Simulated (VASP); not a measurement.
# NaLu (P4/mmm) in VASP: a series of runs

The runs below take NaLu through single point, with LDA.

Everything below comes from runs of VASP 6.6.1. Logs are shortened: lines on timing, memory, paths and dates and some standing lists are left out, and cuts for length are marked.

## (1) The cell of the first run

It takes space group P4/mmm (No. 123, tetragonal). The conventional cell has a = 3.137 Å, b = 3.137 Å, c = 5.632 Å, α = 90.00°, β = 90.00°, γ = 90.00°. Na (site symmetry 4/mmm) has 4 Na at 3.14 Å and 8 Lu at 3.58 Å within 4.1 Å. Within 4.1 Å of Lu (site symmetry 4/mmm) lie 4 Lu at 3.14 Å and 8 Na at 3.58 Å.

## (2) Single point, LDA

Contents of INCAR:

```
ALGO = Normal ; EDIFF = 1E-6
ENCUT = 520 ; GGA = CA
ISIF = 2 ; ISMEAR = -1
LASPH = True ; LCHARG = True
LELF = True ; LREAL = False
LVHAR = True ; LWAVE = False
NBANDS = 40 ; NELM = 60
PREC = Accurate ; SIGMA = 0.1
```

Contents of KPOINTS:

```
k-points
0
Gamma
  4 4 4
```

Contents of POSCAR:

```
NaLu
1.0
    5.6319677797      0.0000000000      0.0000000000
    0.0000000000      4.4357286545      0.0000000000
    0.0000000000      0.0000000000      4.4357286545
Na Lu
2 2
Direct
    0.0000000000      0.0000000000      0.0000000000
    0.0000000000      0.5000000000      0.5000000000
    0.5000000000      0.0000000000      0.5000000000
    0.5000000000      0.5000000000      0.0000000000
```

Potentials or basis: VASP PAW PBE potentials, release 64 (Na_pv, Lu).

Launch:

```bash
$ cat potpaw_PBE.64/Na_pv/POTCAR potpaw_PBE.64/Lu/POTCAR > POTCAR
$ mpirun -np 1 vasp_std > vasp.out
```

OUTCAR:

```text
EDIFF = 1E-6
   ENCUT = 520
   GGA = CA
   ISIF = 2
   ISMEAR = -1
   LASPH = True
   LREAL = False
   NELM = 60
   PREC = Accurate

 ion  position               nearest neighbor table
   1  0.000  0.000  0.000-
   2  0.000  0.500  0.500-
   3  0.500  0.000  0.500-   4 3.14   4 3.14   4 3.14   4 3.14
   4  0.500  0.500  0.000-   3 3.14   3 3.14   3 3.14   3 3.14

  LATTYP: Found a simple tetragonal cell.
 ALAT       =     4.4357286545
 C/A-ratio  =     1.2696826651

  Lattice vectors:

 A1 = (   0.0000000000,   4.4357286545,   0.0000000000)
 A2 = (   0.0000000000,   0.0000000000,   4.4357286545)
 A3 = (   5.6319677797,   0.0000000000,   0.0000000000)

Analysis of symmetry for initial positions (statically):
=====================================================================
 Subroutine PRICEL returns following result:

  LATTYP: Found a simple tetragonal cell.
 ALAT       =     3.1365338111
 C/A-ratio  =     1.7956024449

  Lattice vectors:

 A1 = (   0.0000000000,   2.2178643273,  -2.2178643273)
 A2 = (   0.0000000000,   2.2178643273,   2.2178643273)
 A3 = (   5.6319677797,   0.0000000000,   0.0000000000)

   2 primitive cells build up your supercell.

 Routine SETGRP: Setting up the symmetry group for a
 simple tetragonal supercell.

 Subroutine GETGRP returns: Found 16 space group operations
 (whereof 16 operations were pure point group operations)
 out of a pool of 16 trial point group operations.

The static configuration has the point symmetry D_4h.

Analysis of symmetry for dynamics (positions and initial velocities):
=====================================================================
 Subroutine PRICEL returns following result:

  LATTYP: Found a simple tetragonal cell.
 ALAT       =     3.1365338111
 C/A-ratio  =     1.7956024449

  Lattice vectors:

 A1 = (   0.0000000000,   2.2178643273,  -2.2178643273)
 A2 = (   0.0000000000,   2.2178643273,   2.2178643273)
 A3 = (   5.6319677797,   0.0000000000,   0.0000000000)

   2 primitive cells build up your supercell.

 Routine SETGRP: Setting up the symmetry group for a
 simple tetragonal supercell.

 Subroutine GETGRP returns: Found 16 space group operations
 (whereof 16 operations were pure point group operations)
 out of a pool of 16 trial point group operations.

The dynamic configuration has the point symmetry D_4h.

 Subroutine INISYM returns: Found 16 space group operations
 (whereof 16 operations are pure point group operations),
 and found     2 'primitive' translations

----------------------------------------------------------------------------------------

                                     Primitive cell

  volume of cell :      55.4064

  direct lattice vectors                    reciprocal lattice vectors
     0.000000000  2.217864327 -2.217864327     0.000000000  0.225442104 -0.225442104
     0.000000000  2.217864327  2.217864327     0.000000000  0.225442104  0.225442104
     5.631967780  0.000000000  0.000000000     0.177557834  0.000000000  0.000000000

  length of vectors
     3.136533811  3.136533811  5.631967780     0.318823281  0.318823281  0.177557834

  position of ions in fractional coordinates (direct lattice)
     0.000000000  0.000000000  0.000000000
     0.500000000  0.500000000  0.500000000

  ion indices of the primitive-cell ions
   primitive index   ion index
                 1           1
                 2           3

----------------------------------------------------------------------------------------

 KPOINTS: k-points

Automatic generation of k-mesh.
 Grid dimensions read from file:
 generate k-points for:    4    4    4

 Generating k-lattice:

  Cartesian coordinates                     Fractional coordinates (reciprocal lattice)
     0.044389458  0.000000000  0.000000000     0.250000000  0.000000000  0.000000000
     0.000000000  0.056360526  0.000000000     0.000000000  0.250000000  0.000000000
     0.000000000  0.000000000  0.056360526     0.000000000  0.000000000  0.250000000

  Length of vectors
     0.044389458  0.056360526  0.056360526

  Shift w.r.t. Gamma in fractional coordinates (k-lattice)
     0.000000000  0.000000000  0.000000000

 Subroutine IBZKPT returns following result:
 ===========================================

 Found     18 irreducible k-points:

 Following reciprocal coordinates:
            Coordinates               Weight
  0.000000  0.000000  0.000000      1.000000
  0.250000  0.000000  0.000000      2.000000
  0.500000  0.000000  0.000000      1.000000
  0.000000  0.250000  0.000000      4.000000
  0.250000  0.250000  0.000000      8.000000
  0.500000  0.250000  0.000000      4.000000
[... 10 lines left out ...]
  0.250000  0.500000  0.500000      2.000000
  0.500000  0.500000  0.500000      1.000000
   k-points           NKPTS =     18   k-points in BZ     NKDIM =     18   number of bands    NBANDS=     40
   number of dos      NEDOS =    301   number of ions     NIONS =      4
   total plane-waves  NPLWV =  54432
   dimension x,y,z NGX =    42 NGY =   36 NGZ =   36
   dimension x,y,z NGXF=    84 NGYF=   72 NGZF=   72
   ions per type =               2   2
   NGX,Y,Z   is equivalent  to a cutoff of  12.40, 13.49, 13.49 a.u.
   NGXF,Y,Z  is equivalent  to a cutoff of  24.80, 26.98, 26.98 a.u.
 SYSTEM =  unknown system
   PREC   = accura    normal or accurate (medium, high low for compatibility)
   ISTART =      0    job   : 0-new  1-cont  2-samecut
   ICHARG =      2    charge: 1-file 2-atom 10-const
   ISPIN  =      1    spin polarized calculation?
   LNONCOLLINEAR =      F non collinear calculations
   LSORBIT =      F    spin-orbit coupling
   LASPH  =      T    aspherical Exc in radial PAW
   ENCUT  =  520.0 eV  38.22 Ry    6.18 a.u.  10.47  8.25  8.25*2*pi/ulx,y,z
   NELM   =     60;   NELMIN=  2; NELMDL= -5     # of ELM steps
   EDIFF  = 0.1E-05   stopping-criterion for ELM
   LREAL  =      F    real-space projection
   EDIFFG = 0.1E-04   stopping-criterion for IOM
   NSW    =      0    number of steps for IOM
   IBRION =     -1    ionic relax: 0-MD 1-quasi-New 2-CG
   NFREE  =      0    steps in history (QN), initial steepest desc. (CG)
   ISIF   =      2    stress and relaxation
   ISYM   =      2    0-nonsym 1-usesym 2-fastsym
   POTIM  = 0.5000    time-step for ionic-motion
   TEBEG  =    0.0;   TEEND  =   0.0 temperature during run
   PSTRESS=    0.0 pullay stress
   NELECT =      64.0000    total number of electrons
   NUPDOWN=      -1.0000    fix difference up-down
   EMIN   =  10.00;   EMAX   =-10.00  energy-range for DOS
   EFERMI =   0.00;   METHOD = LEGACY
   ISMEAR =    -1;   SIGMA  =   0.10  broadening in eV -4-tet -1-fermi 0-gaus
   EFERMI_NEDOS =   21; number of points for ismear=-14 and -15
   IALGO  =     38    algorithm
   IMIX   =      4    mixing-type and parameters
     AMIX     =   0.40;   BMIX     =  1.00
     AMIX_MAG =   1.60;   BMIX_MAG =  1.00
  volume/ion in A,a.u.               =      27.70       186.95
  Fermi-wavevector in a.u.,A,eV,Ry     =   1.363342  2.576343 25.289165  1.858701
  Thomas-Fermi vector in A             =   2.489753
   LORBIT       =      0    0 simple, 1 ext, 2 COOP (PROOUT), +10 PAW based schemes
   GGA     = CA    functional components
   LHFCALC =     F    Hartree Fock is set to
   AEXX    =    0.0000 exact exchange contribution
   IVDW    =     0    specifies the selected vdW correction
   LEPSILON=     F    determine dielectric tensor
   LRPA    =     F    only Hartree local field effects (RPA)
 non-spin polarized calculation
  energy-cutoff  :      520.00
  volume of cell :      110.81
 maximum number of plane-waves:      3033
 NGX is ok and might be reduce to    42
   NGX = 21   NGY = 17   NGZ = 17

 number of electron      63.9999987 magnetization

 Free energy of the ion-electron system (eV)
  ---------------------------------------------------
  ext. energy  EPLUGINS =         0.00000000
  ---------------------------------------------------
  free energy    TOTEN  =       -11.67314649 eV

  energy without entropy =      -11.55954368  energy(sigma->0) =      -11.61634508

 E-fermi :   1.5566     XC(G=0):  -9.4594

 val. band max:        1.4045530381   @ k =   0.2500   0.2500   0.2500
 cond. band min:       1.5722341143   @ k =   0.2500   0.2500   0.0000
 fundamental gap:      0.1676810762
 Fermi energy:         1.5565873864

 k-point     1 :       0.0000    0.0000    0.0000
  band No.  band energies     occupation
      1     -54.8280      2.00000
      2     -54.7568      2.00000
      3     -25.9091      2.00000
      4     -25.9091      2.00000
      5     -25.7445      2.00000
      6     -25.5989      2.00000
[... 32 lines left out ...]
     39       5.9626      0.00000
     40       5.9627      0.00000

 k-point     2 :       0.2500    0.0000    0.0000
  band No.  band energies     occupation
      1     -54.8280      2.00000
      2     -54.7568      2.00000
      3     -25.9089      2.00000
      4     -25.9089      2.00000
      5     -25.7441      2.00000
      6     -25.5992      2.00000
[... 32 lines left out ...]
     39       5.9325      0.00000
     40       5.9325      0.00000

 k-point     3 :       0.5000    0.0000    0.0000
  band No.  band energies     occupation
      1     -54.8280      2.00000
      2     -54.7568      2.00000
      3     -25.9088      2.00000
      4     -25.9088      2.00000
      5     -25.7436      2.00000
      6     -25.5994      2.00000
[... 32 lines left out ...]
     39       5.9244      0.00000
     40       6.0748      0.00000

 k-point     4 :       0.0000    0.2500    0.0000
  band No.  band energies     occupation
      1     -54.8176      2.00000
      2     -54.7672      2.00000
      3     -25.8381      2.00000
      4     -25.8296      2.00000
      5     -25.7225      2.00000
      6     -25.6196      2.00000
[... 32 lines left out ...]
     39       5.1945      0.00000
     40       6.3872      0.00000
[... 514 lines left out ...]
     39       5.4632      0.00000
     40       5.4632      0.00000

 k-point    17 :       0.2500    0.5000    0.5000
  band No.  band energies     occupation
      1     -54.7921      2.00000
      2     -54.7921      2.00000
      3     -25.9945      2.00000
      4     -25.9945      2.00000
      5     -25.6690      2.00000
      6     -25.6690      2.00000
[... 32 lines left out ...]
     39       5.0020      0.00000
     40       5.0020      0.00000

 k-point    18 :       0.5000    0.5000    0.5000
  band No.  band energies     occupation
      1     -54.7921      2.00000
      2     -54.7921      2.00000
      3     -25.9948      2.00000
      4     -25.9948      2.00000
      5     -25.6697      2.00000
      6     -25.6697      2.00000
[... 32 lines left out ...]
     39       5.0010      0.00000
     40       5.0010      0.00000

------------------------ aborting loop because EDIFF is reached ----------------------------------------

  FORCE on cell =-STRESS in cart. coord.  units (eV):
  Direction    XX          YY          ZZ          XY          YZ          ZX
  --------------------------------------------------------------------------------------
  -------------------------------------------------------------------------------------
  Total        0.0497713      0.0379357      0.0379357      0.0000000      0.0000000      0.0000000
  in kB        0.7196131      0.5484895      0.5484895      0.0000000      0.0000000      0.0000000
  external PRESSURE =       0.6055307 kB  Pullay stress =       0.0000000 kB

 VOLUME and BASIS-vectors are now :
 -----------------------------------------------------------------------------
  energy-cutoff  :      520.00
  volume of cell :      110.81
      direct lattice vectors                 reciprocal lattice vectors
     5.631967780  0.000000000  0.000000000     0.177557834  0.000000000  0.000000000
     0.000000000  4.435728655  0.000000000     0.000000000  0.225442104  0.000000000
     0.000000000  0.000000000  4.435728655     0.000000000  0.000000000  0.225442104

 POSITION                                       TOTAL-FORCE (eV/Angst)
 -----------------------------------------------------------------------------------
      0.00000      0.00000      0.00000         0.000000     -0.000000      0.000000
      0.00000      2.21786      2.21786         0.000000     -0.000000      0.000000
      2.81598      0.00000      2.21786        -0.000000     -0.000000     -0.000000
      2.81598      2.21786      0.00000        -0.000000      0.000000      0.000000
 -----------------------------------------------------------------------------------
    total drift:                                0.000000     -0.000000     -0.000000

  FREE ENERGIE OF THE ION-ELECTRON SYSTEM (eV)
  ---------------------------------------------------
  free  energy   TOTEN  =       -11.6731464899 eV

  energy  without entropy=      -11.5595436793  energy(sigma->0) =      -11.61634508
```

Run time: 35 s. Hardware: 1 thread of Intel Xeon 6975P-C (Granite Rapids), shared host; peak memory 0.22 GiB.

Results:

```
Free energy            : -11.6731 eV
Pressure               : 0.1 GPa
Band gap on the k mesh : zero (bands 32 and 33 overlap by 0.37 eV)
```

Levels at points of the mesh, in eV from the Fermi level:
| k point | band 28 | band 29 | band 30 | band 31 | band 32 | band 33 | band 34 | band 35 | band 36 | band 37 |
| --- | --- | --- | --- | --- | --- | --- | --- | --- | --- | --- |
| (0.00, 0.00, 0.00) | -5.39 | -5.26 | -1.63 | -1.36 | -0.32 | 0.40 | 0.82 | 0.82 | 1.41 | 3.37 |
| (0.50, 0.00, 0.00) | -5.39 | -4.64 | -2.67 | -1.55 | -0.30 | 0.51 | 0.51 | 0.67 | 2.68 | 4.05 |
| (0.00, 0.50, 0.00) | -5.42 | -2.88 | -2.88 | 0.22 | 0.22 | 0.41 | 0.41 | 1.54 | 1.54 | 2.25 |
| (0.50, 0.50, 0.00) | -5.42 | -2.09 | -2.09 | -1.41 | -1.41 | 1.59 | 1.59 | 1.63 | 1.63 | 1.97 |
| (0.00, 0.50, 0.50) | -5.37 | -1.95 | -1.95 | -0.53 | -0.53 | -0.15 | -0.15 | 0.53 | 0.53 | 3.45 |
| (0.50, 0.50, 0.50) | -5.37 | -1.52 | -1.52 | -1.22 | -1.22 | 0.69 | 0.69 | 0.78 | 0.78 | 1.71 |

Caveat: the PAW data sets were made with another functional, which shifts forces and pressure a little; spin-orbit coupling is left out, which moves the levels of the heavy elements.

(Part 1 of 2 ends here.)
